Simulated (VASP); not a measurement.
A run of VASP 6.6.1:

INCAR

```
ALGO     = Normal         # electronic algorithm
EDIFF    = 1E-6           # SCF threshold, eV
EDIFFG   = -0.01          # ionic threshold
ENCUT    = 600            # plane-wave cutoff, eV
GGA      = PE             # functional
IBRION   = 2              # ionic algorithm
ISIF     = 3              # what is computed and relaxed
ISMEAR   = 0              # smearing method
LASPH    = True           # aspherical terms in the spheres
LCHARG   = False          # write CHGCAR
LREAL    = False          # projectors in reciprocal space
LWAVE    = False          # write WAVECAR
NELM     = 100            # most SCF steps
NSW      = 100            # ionic steps
PREC     = Accurate       # precision mode
SIGMA    = 0.1            # smearing width, eV
```

Contents of KPOINTS:

```
k-points
0
Gamma
  12 12 8
```

The input POSCAR:

```
SiGe2S
1.0
    3.6597784941      0.0000000000      0.0000000000
   -1.8298892471      3.1694611481      0.0000000000
    0.0000000000      0.0000000000      6.4857886813
Si Ge S
1 2 1
Direct
    0.0000000000      0.0000000000      0.0000000000
    0.6666666667      0.3333333333      0.7703288765
    0.6666666667      0.3333333333      0.2296711235
    0.3333333333      0.6666666667      0.5000000000
```

Potentials or basis: VASP PAW PBE potentials, release 64 (Si, Ge_d, S).

Run with:

```console
$ cat potpaw_PBE.64/Si/POTCAR potpaw_PBE.64/Ge_d/POTCAR potpaw_PBE.64/S/POTCAR > POTCAR
$ mpirun -np 1 vasp_std > vasp.out
```

Hardware: 1 thread of Intel Xeon 6975P-C, with other jobs on the host.

Problem. How long does it take, and how much memory?

Solution. Wall time 11 min on 1 thread of Intel Xeon 6975P-C, with other jobs on the host, peak memory 0.36 GiB. Counts: scf iterations 43, k points 95, ion steps 7.
